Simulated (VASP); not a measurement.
# Fe (P6_3/mmc) in VASP: notebook

The runs below take Fe through single point, relaxation of shape and atoms at fixed volume, with PBE.

Program: VASP 6.6.1. These are calculated values, not measurements. Logs are shortened: lines on timing, memory, paths and dates and some standing lists are left out, and cuts for length are marked.

## (1) The cell of the first run

Symmetry: P6_3/mmc, No. 194, hexagonal system. The conventional cell has a = 2.392 Å, b = 2.392 Å, c = 3.788 Å, α = 90.00°, β = 90.00°, γ = 120.00°. Within 3.1 Å of Fe (site symmetry -6m2) lie 12 Fe at 2.34 to 2.39 Å.

This isn't the form of Fe at room conditions, which is bcc.

## (2) Single point, PBE, collinear spin, ferromagnetic start (9.38 Å³/atom)

The input, INCAR:

```
SYSTEM = Fe
ALGO = Normal ; EDIFF = 1E-6
ENCUT = 520 ; GGA = PE
ISIF = 2 ; ISMEAR = -1
ISPIN = 2 ; LASPH = .TRUE.
LCHARG = .FALSE. ; LMAXMIX = 4
LORBIT = 11 ; LREAL = .FALSE.
LWAVE = .FALSE. ; MAGMOM = 2.5 2.5
NBANDS = 19 ; NELM = 150
PREC = Accurate ; SIGMA = 0.05
```

The input, KPOINTS:

```
k-points
0
G
  17 17 9
  0 0 0
```

The input, POSCAR:

```
Fe
1.0
    2.3919266043      0.0000000000      0.0000000000
   -1.1959633022      2.0714692033      0.0000000000
    0.0000000000      0.0000000000      3.7877388419
Fe
2
Direct
    0.3333333333      0.6666666667      0.2500000000
    0.6666666667      0.3333333333      0.7500000000
```

Potentials or basis: VASP PAW PBE potentials, release 64 (Fe).

On the command line:

```bash
$ cat potpaw_PBE.64/Fe/POTCAR > POTCAR
$ mpirun -np 1 vasp_std > vasp.out
```

OUTCAR:

```text
SYSTEM = Fe
   EDIFF = 1E-6
   ENCUT = 520
   GGA = PE
   ISIF = 2
   ISMEAR = -1
   ISPIN = 2
   LASPH = .TRUE.
   LORBIT = 11
   LREAL = .FALSE.
   NELM = 150
   PREC = Accurate

 ion  position               nearest neighbor table
   1  0.333  0.667  0.250-   2 2.34   2 2.34   2 2.34   2 2.34   2 2.34   2 2.34
   2  0.667  0.333  0.750-   1 2.34   1 2.34   1 2.34   1 2.34   1 2.34   1 2.34

  LATTYP: Found a hexagonal cell.
 ALAT       =     2.3919266043
 C/A-ratio  =     1.5835514497

  Lattice vectors:

 A1 = (   2.3919266043,   0.0000000000,   0.0000000000)
 A2 = (  -1.1959633022,   2.0714692033,   0.0000000000)
 A3 = (   0.0000000000,   0.0000000000,   3.7877388419)

Analysis of symmetry for initial positions (statically):
=====================================================================
 Subroutine PRICEL returns:
 Original cell was already a primitive cell.

 Routine SETGRP: Setting up the symmetry group for a
 hexagonal supercell.

 Subroutine GETGRP returns: Found 24 space group operations
 (whereof 12 operations were pure point group operations)
 out of a pool of 24 trial point group operations.

The static configuration has the point symmetry D_3d.
 The point group associated with its full space group is D_6h.

Analysis of symmetry for dynamics (positions and initial velocities):
=====================================================================
 Subroutine PRICEL returns:
 Original cell was already a primitive cell.

 Routine SETGRP: Setting up the symmetry group for a
 hexagonal supercell.

 Subroutine GETGRP returns: Found 24 space group operations
 (whereof 12 operations were pure point group operations)
 out of a pool of 24 trial point group operations.

The dynamic configuration has the point symmetry D_3d.
 The point group associated with its full space group is D_6h.

Analysis of structural, dynamic, and magnetic symmetry:
=====================================================================
 Subroutine PRICEL returns:
 Original cell was already a primitive cell.

 Routine SETGRP: Setting up the symmetry group for a
 hexagonal supercell.

 Subroutine GETGRP returns: Found 24 space group operations
 (whereof 12 operations were pure point group operations)
 out of a pool of 24 trial point group operations.

The overall configuration has the point symmetry D_3d.
 The point group associated with its full space group is D_6h.

 Subroutine INISYM returns: Found 24 space group operations
 (whereof 12 operations are pure point group operations),
 and found     1 'primitive' translations

----------------------------------------------------------------------------------------

                                     Primitive cell

  volume of cell :      18.7675

  direct lattice vectors                    reciprocal lattice vectors
     2.391926604  0.000000000  0.000000000     0.418073029  0.241374576  0.000000000
    -1.195963302  2.071469203  0.000000000     0.000000000  0.482749151  0.000000000
     0.000000000  0.000000000  3.787738842     0.000000000  0.000000000  0.264009754

  length of vectors
     2.391926604  2.391926604  3.787738842     0.482749151  0.482749151  0.264009754

  position of ions in fractional coordinates (direct lattice)
     0.333333333  0.666666667  0.250000000
     0.666666667  0.333333333  0.750000000

  ion indices of the primitive-cell ions
   primitive index   ion index
                 1           1
                 2           2

----------------------------------------------------------------------------------------

 KPOINTS: k-points

Automatic generation of k-mesh.
 Grid dimensions read from file:
 generate k-points for:   17   17    9

 Generating k-lattice:

  Cartesian coordinates                     Fractional coordinates (reciprocal lattice)
     0.024592531  0.014198504  0.000000000     0.058823529  0.000000000  0.000000000
     0.000000000  0.028397009  0.000000000     0.000000000  0.058823529  0.000000000
     0.000000000  0.000000000  0.029334417     0.000000000  0.000000000  0.111111111

  Length of vectors
     0.028397009  0.028397009  0.029334417

  Shift w.r.t. Gamma in fractional coordinates (k-lattice)
     0.000000000  0.000000000  0.000000000

 Subroutine IBZKPT returns following result:
 ===========================================

 Found    165 irreducible k-points:

 Following reciprocal coordinates:
            Coordinates               Weight
  0.000000  0.000000  0.000000      1.000000
  0.058824 -0.000000  0.000000      6.000000
  0.117647 -0.000000  0.000000      6.000000
  0.176471 -0.000000  0.000000      6.000000
  0.235294 -0.000000  0.000000      6.000000
  0.294118 -0.000000  0.000000      6.000000
[... 16 lines left out ...]
  0.411765  0.117647  0.000000     12.000000
  0.176471  0.176471  0.000000      6.000000
 [... further k-points ...]
   k-points           NKPTS =    165   k-points in BZ     NKDIM =    165   number of bands    NBANDS=     19
   number of dos      NEDOS =    301   number of ions     NIONS =      2
   total plane-waves  NPLWV =   9072
   dimension x,y,z NGX =    18 NGY =   18 NGZ =   28
   dimension x,y,z NGXF=    36 NGYF=   36 NGZF=   56
   ions per type =               2
   NGX,Y,Z   is equivalent  to a cutoff of  12.51, 12.51, 12.29 a.u.
   NGXF,Y,Z  is equivalent  to a cutoff of  25.02, 25.02, 24.58 a.u.
 SYSTEM =  Fe
   PREC   = accura    normal or accurate (medium, high low for compatibility)
   ISTART =      0    job   : 0-new  1-cont  2-samecut
   ICHARG =      2    charge: 1-file 2-atom 10-const
   ISPIN  =      2    spin polarized calculation?
   LNONCOLLINEAR =      F non collinear calculations
   LSORBIT =      F    spin-orbit coupling
   LASPH  =      T    aspherical Exc in radial PAW
   ENCUT  =  520.0 eV  38.22 Ry    6.18 a.u.   4.45  4.45  7.04*2*pi/ulx,y,z
   NELM   =    150;   NELMIN=  2; NELMDL= -5     # of ELM steps
   EDIFF  = 0.1E-05   stopping-criterion for ELM
   LREAL  =      F    real-space projection
   EDIFFG = 0.1E-04   stopping-criterion for IOM
   NSW    =      0    number of steps for IOM
   IBRION =     -1    ionic relax: 0-MD 1-quasi-New 2-CG
   NFREE  =      0    steps in history (QN), initial steepest desc. (CG)
   ISIF   =      2    stress and relaxation
   ISYM   =      2    0-nonsym 1-usesym 2-fastsym
   POTIM  = 0.5000    time-step for ionic-motion
   TEBEG  =    0.0;   TEEND  =   0.0 temperature during run
   PSTRESS=    0.0 pullay stress
   NELECT =      16.0000    total number of electrons
   NUPDOWN=      -1.0000    fix difference up-down
   EMIN   =  10.00;   EMAX   =-10.00  energy-range for DOS
   EFERMI =   0.00;   METHOD = LEGACY
   ISMEAR =    -1;   SIGMA  =   0.05  broadening in eV -4-tet -1-fermi 0-gaus
   EFERMI_NEDOS =   21; number of points for ismear=-14 and -15
   IALGO  =     38    algorithm
   IMIX   =      4    mixing-type and parameters
     AMIX     =   0.40;   BMIX     =  1.00
     AMIX_MAG =   1.60;   BMIX_MAG =  1.00
  volume/ion in A,a.u.               =       9.38        63.32
  Fermi-wavevector in a.u.,A,eV,Ry     =   1.552313  2.933447 32.785639  2.409677
  Thomas-Fermi vector in A             =   2.656707
   LORBIT       =     11    0 simple, 1 ext, 2 COOP (PROOUT), +10 PAW based schemes
   GGA     = PE    functional components
   LHFCALC =     F    Hartree Fock is set to
   AEXX    =    0.0000 exact exchange contribution
   IVDW    =     0    specifies the selected vdW correction
   LEPSILON=     F    determine dielectric tensor
   LRPA    =     F    only Hartree local field effects (RPA)
 spin polarized calculation
  energy-cutoff  :      520.00
  volume of cell :       18.77
 maximum number of plane-waves:       537
 NGX is ok and might be reduce to    18
   NGX =  9   NGY =  9   NGZ = 15

 number of electron      15.9999994 magnetization      -0.0056579

 number of electron      15.9999994 magnetization       0.0006216

 Free energy of the ion-electron system (eV)
  ---------------------------------------------------
  ext. energy  EPLUGINS =         0.00000000
  ---------------------------------------------------
  free energy    TOTEN  =       -16.18806795 eV

  energy without entropy =      -16.16827851  energy(sigma->0) =      -16.17817323

 E-fermi :   7.8885     XC(G=0): -14.2812

 val. band max:        7.8832476470   @ k =   0.2941   0.1176   0.2222
 cond. band min:       7.8928625330   @ k =   0.2941  -0.0000   0.1111
 fundamental gap:      0.0096148860
 Fermi energy:         7.8885069643

 spin component 1

 k-point     1 :       0.0000    0.0000    0.0000
  band No.  band energies     occupation
      1      -1.5120      1.00000
      2       2.4353      1.00000
      3       6.0180      1.00000
      4       6.0180      1.00000
      5       6.1570      1.00000
      6       6.5450      1.00000
[... 11 lines left out ...]
     18      35.7104      0.00000
     19      36.5182      0.00000
[... 485 lines left out ...]
 k-point    24 :       0.1765    0.1765    0.0000
  band No.  band energies     occupation
      1       1.6647      1.00000
      2       3.8246      1.00000
      3       4.1584      1.00000
      4       4.3496      1.00000
      5       5.7592      1.00000
      6       6.1901      1.00000
[... 11 lines left out ...]
     18      32.4389      0.00000
     19      33.3987      0.00000

 [... further k-points ...]

 spin component 2

 k-point     1 :       0.0000    0.0000    0.0000
  band No.  band energies     occupation
      1      -1.5119      1.00000
      2       2.4355      1.00000
      3       6.0183      1.00000
      4       6.0183      1.00000
      5       6.1573      1.00000
      6       6.5453      1.00000
[... 11 lines left out ...]
     18      35.7105      0.00000
     19      36.5182      0.00000
[... 485 lines left out ...]
 k-point    24 :       0.1765    0.1765    0.0000
  band No.  band energies     occupation
      1       1.6648      1.00000
      2       3.8248      1.00000
      3       4.1585      1.00000
      4       4.3498      1.00000
      5       5.7594      1.00000
      6       6.1904      1.00000
[... 11 lines left out ...]
     18      32.4390      0.00000
     19      33.3988      0.00000

 [... further k-points ...]

------------------------ aborting loop because EDIFF is reached ----------------------------------------

  FORCE on cell =-STRESS in cart. coord.  units (eV):
  Direction    XX          YY          ZZ          XY          YZ          ZX
  --------------------------------------------------------------------------------------
  -------------------------------------------------------------------------------------
  Total        3.3146244      3.3146244      3.2856377     -0.0000000      0.0000000      0.0000000
  in kB      282.9687995    282.9687995    280.4942044     -0.0000000      0.0000000      0.0000000
  external PRESSURE =     282.1439345 kB  Pullay stress =       0.0000000 kB

 VOLUME and BASIS-vectors are now :
 -----------------------------------------------------------------------------
  energy-cutoff  :      520.00
  volume of cell :       18.77
      direct lattice vectors                 reciprocal lattice vectors
     2.391926604  0.000000000  0.000000000     0.418073029  0.241374576  0.000000000
    -1.195963302  2.071469203  0.000000000     0.000000000  0.482749151  0.000000000
     0.000000000  0.000000000  3.787738842     0.000000000  0.000000000  0.264009754

 POSITION                                       TOTAL-FORCE (eV/Angst)
 -----------------------------------------------------------------------------------
     -0.00000      1.38098      0.94693         0.000000      0.000000      0.000000
      1.19596      0.69049      2.84080        -0.000000     -0.000000      0.000000
 -----------------------------------------------------------------------------------
    total drift:                                0.000000     -0.000000     -0.000000

  FREE ENERGIE OF THE ION-ELECTRON SYSTEM (eV)
  ---------------------------------------------------
  free  energy   TOTEN  =       -16.1880679460 eV

  energy  without entropy=      -16.1682785106  energy(sigma->0) =      -16.17817323

 total charge

# of ion       s       p       d       tot
------------------------------------------
    1        0.580   0.727   6.432   7.738
    2        0.580   0.727   6.432   7.738
--------------------------------------------------
tot          1.160   1.454  12.863  15.477

 magnetization (x)

# of ion       s       p       d       tot
------------------------------------------
    1       -0.000  -0.000   0.000   0.000
    2       -0.000  -0.000   0.000   0.000
--------------------------------------------------
tot         -0.000  -0.000   0.000   0.000
```

Run time: 47 s. Hardware: 1 thread of Intel Xeon 6975P-C (Granite Rapids), shared host; peak memory 0.19 GiB.

Results:

| Item | Value |
| --- | --- |
| Free energy | -16.1881 eV |
| Pressure | 28.2 GPa |
| Band gap on the k mesh | zero (filled and empty bands overlap) |
| Net moment | 0.00 μB per cell |
| Valence electrons inside the program's atomic spheres | Fe 7.74 |

Caveat: the cell stands under pressure; the moments typed at the start vanished in this run.

## (3) Single point, PBE, collinear spin, ferromagnetic start

This run uses another cell than the first one, of 10.20 Å³/atom.

The input, INCAR:

```
PREC = Accurate ; ENCUT = 520
EDIFF = 1E-6 ; ISMEAR = -1
SIGMA = 0.05 ; LREAL = False
LASPH = True ; NELM = 150
ALGO = Normal ; ISIF = 2
LWAVE = False ; LCHARG = False
ISPIN = 2 ; MAGMOM = 2.5 2.5
LORBIT = 11 ; LMAXMIX = 4
GGA = PE ; NBANDS = 19
```

The input, KPOINTS:

```
Automatic mesh
0
Gamma
  17 17 9
```

The input, POSCAR:

```
Fe
1.0
    2.4609252295      0.0000000000      0.0000000000
   -1.2304626148      2.1312237656      0.0000000000
    0.0000000000      0.0000000000      3.8894756894
Fe
2
Direct
    0.3333333333      0.6666666667      0.2500000000
    0.6666666667      0.3333333333      0.7500000000
```

Potentials or basis: VASP PAW PBE potentials, release 64 (Fe).

On the command line:

```bash
$ cat potpaw_PBE.64/Fe/POTCAR > POTCAR
$ mpirun -np 1 vasp_std > vasp.out
```

It took 55 s on 1 thread of Intel Xeon 6975P-C (Granite Rapids), shared host; peak memory 0.2 GiB.

The run converged. Its results:

```yaml
Free_energy: -16.3173 eV
Pressure: -0.7 GPa
Band_gap_on_the_k_mesh: zero (filled and empty bands overlap)
Net_moment: 0.00 μB per cell
Valence_electrons_inside_the_program's_atomic_spheres: Fe 7.51
```

Stress tensor (GPa, compression positive):
```
-0.59  0.00  0.00
 0.00 -0.59  0.00
 0.00  0.00 -0.79
```

Levels at points of the mesh, in eV from the Fermi level:
Spin up:
```
           k point  band 6  band 7  band 8  band 9  band 10  band 11
(0.00, 0.00, 0.00)   -1.18   -1.18   -0.84   -0.84     0.55     0.71
```
Spin down:
| k point | band 6 | band 7 | band 8 | band 9 | band 10 | band 11 |
| --- | --- | --- | --- | --- | --- | --- |
| (0.00, 0.00, 0.00) | -1.18 | -1.18 | -0.84 | -0.84 | 0.55 | 0.71 |

Caveat: the moments typed at the start vanished in this run.

## (4) Single point, PBE, collinear spin, ferromagnetic start (10.20 Å³/atom)

This run uses another cell than the first one, of 10.20 Å³/atom.

The input, INCAR:

```
SYSTEM = Fe
ALGO     = Normal         ! electronic algorithm
EDIFF    = 1E-6           ! SCF threshold, eV
ENCUT    = 520            ! plane-wave cutoff, eV
GGA      = PE             ! functional
ISIF     = 2              ! what is computed and relaxed
ISMEAR   = -1             ! smearing method
ISPIN    = 2              ! spin polarisation
LASPH    = .True.         ! aspherical terms in the spheres
LCHARG   = .False.        ! write CHGCAR
LMAXMIX  = 4              ! l up to which the mixer works
LORBIT   = 11             ! projections on sites
LREAL    = .False.        ! projectors in reciprocal space
LWAVE    = .False.        ! write WAVECAR
MAGMOM   = 2.5 2.5        ! initial moments
NBANDS   = 19             ! bands
NELM     = 150            ! most SCF steps
PREC     = Accurate       ! precision mode
SIGMA    = 0.05           ! smearing width, eV
```

The input, KPOINTS:

```
k-points
0
Gamma
  17 17 9
  0 0 0
```

POSCAR is that of step 3.

On the command line:

```bash
$ cat potpaw_PBE.64/Fe/POTCAR > POTCAR
$ mpirun -np 1 vasp_std > vasp.out
```

Wall time 54 s (1 thread of Intel Xeon 6975P-C (Granite Rapids), shared host); peak memory 0.2 GiB.

Results (log left out):

```
Free energy                                           : -16.3173 eV
Pressure                                              : -0.7 GPa
Band gap on the k mesh                                : zero (filled and empty bands overlap)
Net moment                                            : 0.00 μB per cell
Valence electrons inside the program's atomic spheres : Fe 7.51
```

Stress tensor (GPa, compression positive):
```
-0.59  0.00  0.00
 0.00 -0.59  0.00
 0.00  0.00 -0.79
```

Levels at points of the mesh, in eV from the Fermi level:
Spin up:
| k point | band 4 | band 5 | band 6 | band 7 | band 8 | band 9 | band 10 | band 11 | band 12 | band 13 |
| --- | --- | --- | --- | --- | --- | --- | --- | --- | --- | --- |
| (0.00, 0.00, 0.00) | -1.65 | -1.52 | -1.18 | -1.18 | -0.84 | -0.84 | 0.55 | 0.71 | 0.71 | 8.77 |
Spin down:
```
           k point  band 6  band 7  band 8  band 9  band 10  band 11
(0.00, 0.00, 0.00)   -1.18   -1.18   -0.84   -0.84     0.55     0.71
```

Caveat: the moments typed at the start vanished in this run.

## (5) Relaxation of shape and atoms at fixed volume, PBE, collinear spin, ferromagnetic start

This run uses another cell than the first one, of 6.94 Å³/atom.

The input, INCAR:

```
  ALGO = Normal
  EDIFF = 1E-6
  EDIFFG = -0.005
  ENCUT = 600
  GGA = PE
  IBRION = 2
  ISIF = 4
  ISMEAR = -1
  ISPIN = 2
  LASPH = T
  LCHARG = F
  LMAXMIX = 4
  LORBIT = 11
  LREAL = F
  LWAVE = F
  MAGMOM = 2.5 2.5
  NELM = 150
  NSW = 50
  PREC = Accurate
  SIGMA = 0.05
```

The input, KPOINTS:

```
k-points
0
Gamma
  17 17 9
```

The input, POSCAR:

```
Fe
1.0
    2.1640538140      0.0000000000      0.0000000000
   -1.0820269070      1.8741255781      0.0000000000
    0.0000000000      0.0000000000      3.4202724241
Fe
2
Direct
    0.3333333333      0.6666666667      0.2500000000
    0.6666666667      0.3333333333      0.7500000000
```

On the command line:

```bash
$ cat potpaw_PBE.64/Fe/POTCAR > POTCAR
$ mpirun -np 1 vasp_std > vasp.out
```

Wall time 76 s (1 thread of Intel Xeon 6975P-C (Granite Rapids), shared host); peak memory 0.18 GiB.

The run converged. Its results:

| Property | Result |
| --- | --- |
| Free energy | -12.5382 eV |
| Energy gained by relaxing | 0.7 meV/atom |
| Ionic steps | 3 |
| Pressure after relaxing | 265.6 GPa |
| Band gap on the k mesh | zero (filled and empty bands overlap) |
| Net moment | 0.00 μB per cell |

The path:
| step | energy change (eV) | largest force (eV/Å) | pressure (GPa) | volume (Å³) |
| --- | --- | --- | --- | --- |
| 1 | 0.0000 | 0.0000 | 265.69 | 13.87 |
| 2 | 0.0032 | 0.0000 | 265.60 | 13.87 |
| 3 | -0.0015 | 0.0000 | 265.61 | 13.87 |

Final structure:
```
Fe
1.0
     2.15959    0.00000    0.00000
    -1.07979    1.87026    0.00000
     0.00000    0.00000    3.43443
Fe
2
Direct
  0.33333 0.66667 0.25000
  0.66667 0.33333 0.75000
```

Levels at points of the mesh, in eV from the Fermi level:
Spin up:
```tsv
k point	band 4	band 5	band 6	band 7	band 8	band 9	band 10	band 11	band 12	band 13
(0.00, 0.00, 0.00)	-2.97	-2.77	-2.13	-2.13	-1.45	-1.45	1.02	1.20	1.20	13.57
```
Spin down:
| k point | band 4 | band 5 | band 6 | band 7 | band 8 | band 9 | band 10 | band 11 | band 12 | band 13 |
| --- | --- | --- | --- | --- | --- | --- | --- | --- | --- | --- |
| (0.00, 0.00, 0.00) | -2.97 | -2.77 | -2.13 | -2.13 | -1.45 | -1.45 | 1.02 | 1.20 | 1.20 | 13.57 |

Caveat: the moments typed at the start vanished in this run.
